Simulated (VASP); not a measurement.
# BP (F-43m) in VASP: further runs

The runs below take BP through single point, with r2SCAN, PBE, HSE06.

Program: VASP 6.6.1. These are calculated values, not measurements. Logs are shortened: lines on timing, memory, paths and dates and some standing lists are left out, and cuts for length are marked.

### Step 1. The cell of the first run

The structure is cubic, space group F-43m (No. 216). The conventional cell has a = 4.537 Å, b = 4.537 Å, c = 4.537 Å, α = 90.00°, β = 90.00°, γ = 90.00°. Within 2.6 Å of B (site symmetry -43m) lie 4 P at 1.96 Å. Within 2.6 Å of P (site symmetry -43m) lie 4 B at 1.96 Å.

### Step 2. Single point, r2SCAN

The input, POSCAR:

```
BP
1.0
    0.0000000000      2.2683155501      2.2683155501
    2.2683155501      0.0000000000      2.2683155501
    2.2683155501      2.2683155501      0.0000000000
B P
1 1
Direct
    0.0000000000      0.0000000000      0.0000000000
    0.2500000000      0.2500000000      0.2500000000
```

The input, INCAR.step1:

```
PREC = Accurate ; ENCUT = 520
ISMEAR = 0 ; SIGMA = 0.01
LREAL = F ; LASPH = T
NELM = 100 ; NBANDS = 11
GGA = PE ; ALGO = Normal
EDIFF = 1E-4 ; LWAVE = T
LCHARG = F
```

The input, INCAR.step2:

```
PREC = Accurate ; ENCUT = 520
EDIFF = 1E-6 ; ISMEAR = 0
SIGMA = 0.01 ; LREAL = F
LASPH = T ; NELM = 100
ALGO = Normal ; ISIF = 2
LWAVE = F ; LCHARG = T
METAGGA = R2SCAN ; LMIXTAU = T
LELF = T ; LVHAR = T
NBANDS = 11 ; ISTART = 1
```

The input, KPOINTS:

```
regular mesh
0
Gamma
  6 6 6
```

Potentials or basis: VASP PAW PBE potentials, release 64 (B, P).

Run with:

```
$ cat potpaw_PBE.64/B/POTCAR potpaw_PBE.64/P/POTCAR > POTCAR
$ cp INCAR.step1 INCAR
$ mpirun -np 1 vasp_std > vasp.out
$ cp INCAR.step2 INCAR
$ mpirun -np 1 vasp_std > vasp.out
```

OUTCAR:

```text
PREC = Accurate
   ENCUT = 520
   EDIFF = 1E-6
   ISMEAR = 0
   LREAL = F
   LASPH = T
   NELM = 100
   ISIF = 2
   METAGGA = R2SCAN
   ISTART = 1

 ion  position               nearest neighbor table
   1  0.000  0.000  0.000-   2 1.96   2 1.96   2 1.96   2 1.96
   2  0.250  0.250  0.250-   1 1.96   1 1.96   1 1.96   1 1.96

  LATTYP: Found a face centered cubic cell.
 ALAT       =     4.5366311002

  Lattice vectors:

 A1 = (   0.0000000000,   2.2683155501,   2.2683155501)
 A2 = (   2.2683155501,   0.0000000000,   2.2683155501)
 A3 = (   2.2683155501,   2.2683155501,   0.0000000000)

Analysis of symmetry for initial positions (statically):
=====================================================================
 Subroutine PRICEL returns:
 Original cell was already a primitive cell.

 Routine SETGRP: Setting up the symmetry group for a
 face centered cubic supercell.

 Subroutine GETGRP returns: Found 24 space group operations
 (whereof 24 operations were pure point group operations)
 out of a pool of 48 trial point group operations.

The static configuration has the point symmetry T_d .

Analysis of symmetry for dynamics (positions and initial velocities):
=====================================================================
 Subroutine PRICEL returns:
 Original cell was already a primitive cell.

 Routine SETGRP: Setting up the symmetry group for a
 face centered cubic supercell.

 Subroutine GETGRP returns: Found 24 space group operations
 (whereof 24 operations were pure point group operations)
 out of a pool of 48 trial point group operations.

The dynamic configuration has the point symmetry T_d .

 Subroutine INISYM returns: Found 24 space group operations
 (whereof 24 operations are pure point group operations),
 and found     1 'primitive' translations

----------------------------------------------------------------------------------------

                                     Primitive cell

  volume of cell :      23.3421

  direct lattice vectors                    reciprocal lattice vectors
     0.000000000  2.268315550  2.268315550    -0.220427885  0.220427885  0.220427885
     2.268315550  0.000000000  2.268315550     0.220427885 -0.220427885  0.220427885
     2.268315550  2.268315550  0.000000000     0.220427885  0.220427885 -0.220427885

  length of vectors
[... 78 lines left out ...]
   NFREE  =      0    steps in history (QN), initial steepest desc. (CG)
   ISIF   =      2    stress and relaxation
   ISYM   =      2    0-nonsym 1-usesym 2-fastsym
   POTIM  = 0.5000    time-step for ionic-motion
   TEBEG  =    0.0;   TEEND  =   0.0 temperature during run
   PSTRESS=    0.0 pullay stress
   NELECT =       8.0000    total number of electrons
   NUPDOWN=      -1.0000    fix difference up-down
   EMIN   =  10.00;   EMAX   =-10.00  energy-range for DOS
   EFERMI =   0.00;   METHOD = LEGACY
   ISMEAR =     0;   SIGMA  =   0.01  broadening in eV -4-tet -1-fermi 0-gaus
   EFERMI_NEDOS =   21; number of points for ismear=-14 and -15
   IALGO  =     38    algorithm
   IMIX   =      4    mixing-type and parameters
     AMIX     =   0.40;   BMIX     =  1.00
     AMIX_MAG =   1.60;   BMIX_MAG =  1.00
  volume/ion in A,a.u.               =      11.67        78.76
  Fermi-wavevector in a.u.,A,eV,Ry     =   1.145666  2.164995 17.858335  1.312551
  Thomas-Fermi vector in A             =   2.282353
   LORBIT       =      0    0 simple, 1 ext, 2 COOP (PROOUT), +10 PAW based schemes
   METAGGA = R2SCAN    functional components
   LHFCALC =     F    Hartree Fock is set to
   AEXX    =    0.0000 exact exchange contribution
   IVDW    =     0    specifies the selected vdW correction
   LEPSILON=     F    determine dielectric tensor
   LRPA    =     F    only Hartree local field effects (RPA)
 non-spin polarized calculation
 Gauss-broadening in eV      SIGMA  =   0.01
  energy-cutoff  :      520.00
  volume of cell :       23.34
 maximum number of plane-waves:       636
   NGX = 11   NGY = 11   NGZ = 11

 number of electron       8.0000000 magnetization

 Free energy of the ion-electron system (eV)
  ---------------------------------------------------
  ext. energy  EPLUGINS =         0.00000000
  ---------------------------------------------------
  free energy    TOTEN  =       -17.29445730 eV

  energy without entropy =      -17.29445730  energy(sigma->0) =      -17.29445730

 E-fermi :   7.5387     XC(G=0): -11.5023

 val. band max:        7.4051694390   @ k =   0.0000   0.0000   0.0000
 cond. band min:       8.9404139903   @ k =   0.5000   0.5000   0.0000
 fundamental gap:      1.5352445513
 Fermi energy:         7.5387113088

 k-point     1 :       0.0000    0.0000    0.0000
  band No.  band energies     occupation
      1      -8.8636      2.00000
      2       7.4052      2.00000
      3       7.4052      2.00000
      4       7.4052      2.00000
      5      11.0452      0.00000
      6      11.0452      0.00000
      7      11.0452      0.00000
      8      15.4309      0.00000
      9      19.8117      0.00000
     10      20.0507      0.00000
     11      20.0507      0.00000
[... 197 lines left out ...]
 k-point    16 :      -0.3333    0.5000    0.1667
  band No.  band energies     occupation
      1      -3.4914      2.00000
      2      -1.3707      2.00000
      3       1.8514      2.00000
      4       1.9751      2.00000
      5      11.5703      0.00000
      6      12.2113      0.00000
      7      17.1778      0.00000
      8      17.8642      0.00000
      9      21.2743      0.00000
     10      24.6202      0.00000
     11      24.8813      0.00000

------------------------ aborting loop because EDIFF is reached ----------------------------------------

  FORCE on cell =-STRESS in cart. coord.  units (eV):
  Direction    XX          YY          ZZ          XY          YZ          ZX
  --------------------------------------------------------------------------------------
  -------------------------------------------------------------------------------------
  Total       -0.0575019     -0.0575019     -0.0575019      0.0000000      0.0000000      0.0000000
  in kB       -3.9468647     -3.9468647     -3.9468647      0.0000000      0.0000000      0.0000000
  external PRESSURE =      -3.9468647 kB  Pullay stress =       0.0000000 kB

 VOLUME and BASIS-vectors are now :
 -----------------------------------------------------------------------------
  energy-cutoff  :      520.00
  volume of cell :       23.34
      direct lattice vectors                 reciprocal lattice vectors
     0.000000000  2.268315550  2.268315550    -0.220427885  0.220427885  0.220427885
     2.268315550  0.000000000  2.268315550     0.220427885 -0.220427885  0.220427885
     2.268315550  2.268315550  0.000000000     0.220427885  0.220427885 -0.220427885

 POSITION                                       TOTAL-FORCE (eV/Angst)
 -----------------------------------------------------------------------------------
      0.00000      0.00000      0.00000         0.000000     -0.000000     -0.000000
      1.13416      1.13416      1.13416        -0.000000      0.000000      0.000000
 -----------------------------------------------------------------------------------
    total drift:                                0.000000      0.000000      0.000000

  FREE ENERGIE OF THE ION-ELECTRON SYSTEM (eV)
  ---------------------------------------------------
  free  energy   TOTEN  =       -17.2944573019 eV

  energy  without entropy=      -17.2944573019  energy(sigma->0) =      -17.29445730
```

OUTCAR.step1:

```text
PREC = Accurate
   ENCUT = 520
   ISMEAR = 0
   LREAL = F
   LASPH = T
[... 433 lines left out ...]
 -----------------------------------------------------------------------------------
      0.00000      0.00000      0.00000        -0.000000     -0.000000     -0.000000
      1.13416      1.13416      1.13416         0.000000      0.000000      0.000000
 -----------------------------------------------------------------------------------
    total drift:                                0.000000      0.000000      0.000000

  FREE ENERGIE OF THE ION-ELECTRON SYSTEM (eV)
  ---------------------------------------------------
  free  energy   TOTEN  =       -12.9131806724 eV

  energy  without entropy=      -12.9131806724  energy(sigma->0) =      -12.91318067
```

OSZICAR.step1:

```text
N       E                     dE             d eps       ncg     rms          rms(c)
DAV:   1     0.979118801757E+01    0.97912E+01   -0.38899E+03   352   0.645E+02
DAV:   2    -0.129588297366E+02   -0.22750E+02   -0.21465E+02   500   0.110E+02
DAV:   3    -0.136255044178E+02   -0.66667E+00   -0.66467E+00   444   0.155E+01
DAV:   4    -0.136280462208E+02   -0.25418E-02   -0.25416E-02   385   0.120E+00
DAV:   5    -0.136280590351E+02   -0.12814E-04   -0.12814E-04   438   0.849E-02    0.722E+00
DAV:   6    -0.130127656404E+02    0.61529E+00   -0.13990E+00   394   0.512E+00    0.389E+00
DAV:   7    -0.129205557106E+02    0.92210E-01   -0.23378E-01   436   0.241E+00    0.134E+00
DAV:   8    -0.129126331960E+02    0.79225E-02   -0.27041E-02   408   0.941E-01    0.194E-01
DAV:   9    -0.129129661662E+02   -0.33297E-03   -0.71485E-04   406   0.180E-01    0.126E-01
DAV:  10    -0.129131695086E+02   -0.20334E-03   -0.24799E-04   407   0.994E-02    0.277E-02
DAV:  11    -0.129131806724E+02   -0.11164E-04   -0.12268E-05   185   0.230E-02
   1 F= -.12913181E+02 E0= -.12913181E+02  d E =-.955121E-73
```

Wall time 21 s (1 thread of Intel Xeon 8259CL, shared host); peak memory 0.13 GiB.

Results:

| Property | Result |
| --- | --- |
| Free energy | -17.2945 eV |
| Pressure | -0.4 GPa |
| Band gap on the k mesh | 1.54 eV, indirect (least direct gap 3.64 eV) |

Levels at points of the mesh, in eV from the valence-band top:
| k point | band 1 | band 2 | band 3 | band 4 | band 5 | band 6 | band 7 | band 8 |
| --- | --- | --- | --- | --- | --- | --- | --- | --- |
| (0.00, 0.00, 0.00) | -16.27 | 0.00 | 0.00 | 0.00 | 3.64 | 3.64 | 3.64 | 8.03 |
| (0.50, 0.00, 0.00) | -12.77 | -9.51 | -1.87 | -1.87 | 4.14 | 5.03 | 5.03 | 10.92 |
| (0.50, 0.50, 0.00) | -11.10 | -9.13 | -4.35 | -4.35 | 1.54 | 1.91 | 13.07 | 13.07 |

Caveat: the PAW data sets were made with another functional, which shifts forces and pressure a little. A k mesh can miss the band edges.

(Part 1 of 3 ends here.)
